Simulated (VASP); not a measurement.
The system is SiSnTeSe3.

```
Si Sn Te Se
1.0
     7.29101    0.00000    0.00000
    -3.64551    6.31420    0.00000
     0.00000    0.00000    5.09863
Si Sn Te Se
1 1 1 3
Direct
  0.00000 0.00000 0.00000
  0.33333 0.66667 0.50000
  0.00000 0.00000 0.50000
  0.53590 0.46410 0.50000
  0.53590 0.07179 0.50000
  0.92821 0.46410 0.50000
```

The cell was generated, and may not be a known phase.

- Program: VASP 6.6.1
- Task: relaxation of cell and atoms
- Functional: PBE
- Potentials or basis: VASP PAW PBE potentials, release 64 (Si, Sn_d, Te, Se)
- Cutoff: 600 eV
- k mesh: 6 × 6 × 8
- Occupations: gaussian, width 0.1 eV
- Spin: no spin polarisation

At the start: pressure 0.4 GPa; volume 39.12 Å³/atom.

Question: How do energy, volume and symmetry change on relaxing?

Answer: Over 12 steps the energy falls by 6.5 meV/atom and the volume is 40.36 Å³/atom (+3.2 %); space group P-6m2 (No. 187, to 0.1 Å) before and after.

Step by step:
```
step  energy change (eV)  largest force (eV/Å)  pressure (GPa)  volume (Å³)
   1              0.0000                0.0586            0.43       234.73
   2             -0.0225                0.0485            0.28       238.26
   3             -0.0122                0.0451           -0.69       248.91
   4             -0.0378                0.0450           -0.09       242.50
   5             -0.0380                0.0448           -0.14       243.04
   6             -0.0380                0.0449           -0.13       242.88
   7             -0.0387                0.0162            0.04       241.74
   8             -0.0388                0.0243            0.00       242.05
   9             -0.0389                0.0174            0.01       241.95
  10             -0.0390                0.0111            0.03       241.86
  11             -0.0390                0.0083            0.03       241.82
  12             -0.0391                0.0037            0.00       242.16
```

Final structure:
```
CELL_PARAMETERS angstrom
7.29164 0.00000 0.00000
-3.64582 6.31474 0.00000
0.00000 0.00000 5.25929
ATOMIC_POSITIONS crystal
Si 0.00000 0.00000 0.00000
Sn 0.33333 0.66667 0.50000
Te 0.00000 0.00000 0.50000
Se 0.53478 0.46522 0.50000
Se 0.53478 0.06957 0.50000
Se 0.93043 0.46522 0.50000
```
